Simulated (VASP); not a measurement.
**MoS2: single point with PBEsol**

Crystal: MoS2.

```
Mo S
1.0
     3.04740    0.00000    0.00000
    -1.52370    2.63913    0.00000
     0.00000    0.00000   12.69600
Mo S
2 4
Direct
  0.33333 0.66667 0.25000
  0.66667 0.33333 0.75000
  0.33333 0.66667 0.62599
  0.66667 0.33333 0.12599
  0.33333 0.66667 0.87401
  0.66667 0.33333 0.37401
```

```json
{
 "Program": "VASP 6.6.1",
 "Task": "single point",
 "Functional": "PBEsol",
 "Potentials or basis": "VASP PAW PBE potentials, release 64 (Mo_sv, S)",
 "Cutoff": "520 eV",
 "k mesh": "12 × 12 × 2",
 "Occupations": "methfessel-paxton, width 0.165 eV",
 "Spin": "no spin polarisation",
 "Dipole correction": "no",
 "Further INCAR settings": "ALGO = Normal; EDIFF = 1e-06; NBANDS = 35"
}
```

```
Pressure               : 8.3 GPa
Largest force          : 0.380 eV/Å
Band gap on the k mesh : 1.14 eV (least direct gap 2.10 eV)
```

Forces on the atoms (eV/Å):
```
Mo   0.000  0.000  0.000
Mo   0.000  0.000  0.000
S    0.000  0.000 -0.380
S    0.000  0.000 -0.380
S    0.000  0.000  0.380
S    0.000  0.000  0.380
```

Stress tensor (GPa, compression positive):
```
10.61  0.00  0.00
 0.00 10.61  0.00
 0.00  0.00  3.68
```

Levels at points of the mesh, in eV from the valence-band top:
```csv
k point,band 23,band 24,band 25,band 26,band 27,band 28,band 29,band 30
"(0.00, 0.00, 0.00)",-1.59,-1.38,-1.25,0.00,2.82,2.82,2.84,2.84
"(0.50, 0.00, 0.00)",-1.08,-1.07,-1.06,-0.92,2.45,2.48,2.66,3.02
"(0.00, 0.00, 0.50)",-1.60,-1.60,-0.33,-0.33,2.83,2.83,2.83,2.83
"(0.50, 0.00, 0.50)",-1.07,-1.07,-0.99,-0.99,2.47,2.47,2.85,2.85
```

Run time: 3.1 min on 1 thread of AMD EPYC 7R13, on a shared host, peak memory 0.25 GiB.

Caveat: the stress differs along the axes, from 4 to 11 GPa; the PAW data sets were made with another functional, which shifts forces and pressure a little; this functional lacks dispersion, which binds layers or chains, so the pressure and a relaxed spacing across them are unreliable. PBEsol gaps usually lie below the measured ones, often by a third to a half.
